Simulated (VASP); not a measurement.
# Rh: single point with PBE

Crystal: Rh.

```
Rh
1.0
     0.00000    1.91499    1.91499
     1.91499    0.00000    1.91499
     1.91499    1.91499    0.00000
Rh
1
Direct
  0.00000 0.00000 0.00000
```

```yaml
Program: VASP 6.6.1
Task: single point
Functional: PBE
Potentials_or_basis: VASP PAW PBE potentials, release 64 (Rh_pv)
Cutoff: 520 eV
k_mesh: 18 × 18 × 18
Occupations: gaussian, width 0.1 eV
Spin: no spin polarisation
Dipole_correction: no
Further_INCAR_settings: ALGO = Normal; EDIFF = 1e-06; NBANDS = 14
```

The pressure is 0.0 GPa.

Levels at points of the mesh, in eV from the Fermi level:
```
           k point  band 5  band 6  band 7  band 8  band 9  band 10
(0.00, 0.00, 0.00)   -2.98   -2.98   -2.98   -0.97   -0.97    16.01
(0.50, 0.00, 0.00)   -3.06   -3.06    0.54    0.54    0.76     8.42
(0.50, 0.50, 0.00)   -5.76    0.51    0.94    0.94    3.24    12.00
```

It took 16 s on 1 thread of Intel(R) Xeon(R) Platinum 8488C (Sapphire Rapids), with other jobs on the host, peak memory 0.15 GiB.
